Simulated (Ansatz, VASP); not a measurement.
## BaTe: VASP beside Ansatz

```xyz
2
Lattice="0.1024 3.5324 3.5324 3.5324 0.1024 3.5324 3.6348 3.6348 0.0000" Properties=species:S:1:pos:R:3 pbc="T T T"
Ba    0.0000    0.0000    0.0000
Te    3.6348    3.6348    3.5324
```

Change from the starting cell: shear_xy strain +5.8%.

Alike in both runs: task single point; functional HSE06; k mesh 4 × 4 × 4; no spin polarisation.

```csv
,VASP,Ansatz
version,VASP 6.6.1,Ansatz 0.2.0
potentials or method,"VASP PAW PBE potentials, release 64 (Ba_sv, Te)","plane waves, PAW"
plane-wave cutoff (eV),520,420
occupations,"gaussian, width 0.01 eV",fixed
valence electrons in the cell,16,26
```

VASP gave:

| Item | Value |
| --- | --- |
| gap on the k mesh at the Fermi level (eV) | 2.17 |
| pressure (GPa) | 0.0 |
| traceless stress, the component that is largest in VASP (GPa) | -0.72 |

Problem. Which values does Ansatz return?

Solution. gap on the k mesh at the Fermi level (eV): 2.22; pressure (GPa): -0.2; traceless stress, the component that is largest in VASP (GPa): -0.72.

VASP's potentials hold 16 valence electrons a cell and Ansatz's 26, so a difference there can come from the potentials and not from the codes. Ansatz's warnings: stress exchange threshold loose, stress scf threshold loose.

Spin-orbit coupling is off throughout.
